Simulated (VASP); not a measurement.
Runs of VASP 6.6.1 on ZnO. The structure is that of space group P6_3mc (No. 186), or close to it. The cells are those of the table. 

```tsv
task	cell	k mesh	cutoff (eV)	smearing	gap on the mesh (eV)	pressure (GPa)
single point	a = 3.279, b = 3.279, c = 5.293 Å, angles 90.0, 90.0, 120.0°, 4 atoms	12 × 12 × 6	520	gaussian 0.01 eV	0.73	0.9
relaxation of cell and atoms	relaxed from a = 3.237, b = 3.237, c = 5.222 Å, angles 90.0, 90.0, 120.0°, 4 atoms	12 × 12 × 6	600	gaussian 0.02 eV	(a)	0.0
single point	a = 3.237, b = 3.237, c = 5.222 Å, angles 90.0, 90.0, 120.0°, 4 atoms	6 × 6 × 4	520	gaussian 0.1 eV	0.79	6.7
single point	a = 3.279, b = 3.279, c = 5.293 Å, angles 90.0, 90.0, 120.0°, 4 atoms	12 × 12 × 6	520	gaussian 0.02 eV	0.73	0.9
```

Alike in all rows: level PBE; potentials or basis VASP PAW PBE potentials, release 64 (Zn, O); no spin polarisation.

Estimate the missing entries.

(a) 0.72.

